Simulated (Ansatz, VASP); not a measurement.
**Re: VASP beside Ansatz**

The input INCAR:

```
PREC = Accurate
ENCUT = 520
EDIFF = 1E-7
ISMEAR = 0
SIGMA = 0.1
LREAL = F
LASPH = T
NELM = 60
ALGO = Normal
ISIF = 2
LWAVE = F
LCHARG = F
GGA = PE
NBANDS = 10
```

Contents of KPOINTS:

```
Automatic mesh
0
Gamma
  24 24 24
```

File POSCAR:

```
Re
1.0
    0.0000000000      1.9770131801      1.9770131801
    1.9770131801      0.0000000000      1.9770131801
    1.9770131801      1.9770131801      0.0000000000
Re
1
Direct
    0.5000000000      0.5000000000      0.5000000000
```

Input for Ansatz:

```yaml
crystal:
  lattice:
    - [0.0, 1.9770131801, 1.9770131801]
    - [1.9770131801, 0.0, 1.9770131801]
    - [1.9770131801, 1.9770131801, 0.0]
  atoms:
    - { symbol: Re, position: [0.5, 0.5, 0.5] }
basis:
  ecutwfc: 420
kpoints:
  mp_grid: { grid: [24, 24, 24] }
hamiltonian:
  xc: pbe
scf:
  occupations: { method: gaussian, width: 0.1 }
output:
  forces: true
  stress: true
  eigenvalues: true
```

Alike in both runs: task single point; functional PBE; k mesh 24 × 24 × 24; occupations gaussian, width 0.1 eV; no spin polarisation.

|  | VASP | Ansatz |
| --- | --- | --- |
| version | VASP 6.6.1 | Ansatz 0.2.0 |
| potentials or method | VASP PAW PBE potentials, release 64 (Re), cutoff 520 eV | scalar-relativistic, plane waves, PAW |
| valence electrons in the cell | 7 | 15 |

Ansatz gave:

| Item | Value |
| --- | --- |
| gap on the k mesh at the Fermi level (eV) | none |
| pressure (GPa) | -10.0 |

What did VASP give for the same quantities?

gap on the k mesh at the Fermi level (eV): none; pressure (GPa): -10.8.

A gap of «none» marks a metal or a gap that the smearing closes. VASP's potentials hold 7 valence electrons a cell and Ansatz's 15, so a difference there can come from the potentials and not from the codes.

Neither program's run includes spin-orbit coupling.
